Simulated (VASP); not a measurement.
Input of a VASP 6.6.1 run:

INCAR

```
PREC = Accurate
ENCUT = 520
EDIFF = 1E-6
ISMEAR = -1
SIGMA = 0.01
LREAL = Auto
LASPH = True
NELM = 200
ALGO = Normal
ISIF = 2
LWAVE = False
LCHARG = False
ISPIN = 2
MAGMOM = 0 0 0 0 0 0 0 0 0 0 0 0 0 0 0 0 0 0 0 0 0 0 0 0 0 0 0.01 0.03 0 0.01 0 0 0.03 0 0.02 0.03 0.66
LORBIT = 11
NUPDOWN = 1.0
GGA = PE
NBANDS = 100
GGA_COMPAT = False
```

The input KPOINTS:

```
Automatic mesh
0
Gamma
  1 1 1
  0.25 0.25 0.25
```

The input POSCAR:

```
B18HN18
1.0
    7.4650312800      0.0000000000      0.0000000000
   -3.7325156400      6.4649067300      0.0000000000
    0.0000000000      0.0000000000      6.4954828800
B N H
18 18 1
Direct
    0.1103522660      0.2220025841      0.2377997184
    0.2208383607      0.1105627706      0.7619453536
    0.1104612176      0.5555626941      0.2424235471
    0.2209173398      0.4443123652      0.7621933721
    0.1105111206      0.8886242664      0.2428864842
    0.2210078183      0.7775317124      0.7521172929
    0.4440375567      0.2220508447      0.2373717287
    0.5544632264      0.1107508631      0.7572228410
    0.4439843633      0.5555291283      0.2369760691
    0.5542989007      0.4441909404      0.7622466399
    0.4438372074      0.8886975853      0.2481889383
    0.5544975664      0.7779414630      0.7584330666
    0.7772770850      0.2221908312      0.2475681993
    0.8875235993      0.1107460679      0.7565452932
    0.7776634870      0.5557032994      0.2409608383
    0.8875607439      0.4440961208      0.7512864078
    0.7772722396      0.8887334713      0.2470225893
    0.8875198511      0.7774690664      0.7524489080
    0.1096733453      0.2211773595      0.7650304206
    0.2209702918      0.1107384886      0.2342352413
    0.1102840939      0.5548513149      0.7517739774
    0.2207838581      0.4450283848      0.2325272852
    0.1101590840      0.8882333868      0.7522205955
    0.2213810113      0.7780514414      0.2464366437
    0.4438567974      0.2209962277      0.7672715165
    0.5545616878      0.1114118161      0.2478965813
    0.4440290444      0.5560471558      0.7692525856
    0.5557419892      0.4452802059      0.2301634886
    0.4435026945      0.8883093353      0.7539251647
    0.5546182438      0.7778631943      0.2477718793
    0.7769866506      0.2216246977      0.7530534820
    0.8880328697      0.1114104240      0.2474895292
    0.7766227455      0.5547510815      0.7515104096
    0.8879682050      0.4446594700      0.2456422455
    0.7769115615      0.8882695822      0.7546496682
    0.8881180197      0.7781796722      0.2448050483
    0.3475848479      0.3468223276      0.4998245796
```

Potentials or basis: VASP PAW PBE potentials, release 64 (B, N, H).

Launch:

```sh
$ cat potpaw_PBE.64/B/POTCAR potpaw_PBE.64/N/POTCAR potpaw_PBE.64/H/POTCAR > POTCAR
$ mpirun -np 1 vasp_std > vasp.out
```

(1) What does it give for the pressure?

(2) Estimate the largest force.

Answers

(1) 9.5 GPa.

(2) 0.245 eV/Å.

Caveat: the k points lie up to 0.49 Å⁻¹ apart; the total moment is fixed, so each spin has its own Fermi level and the state may be an excited one.
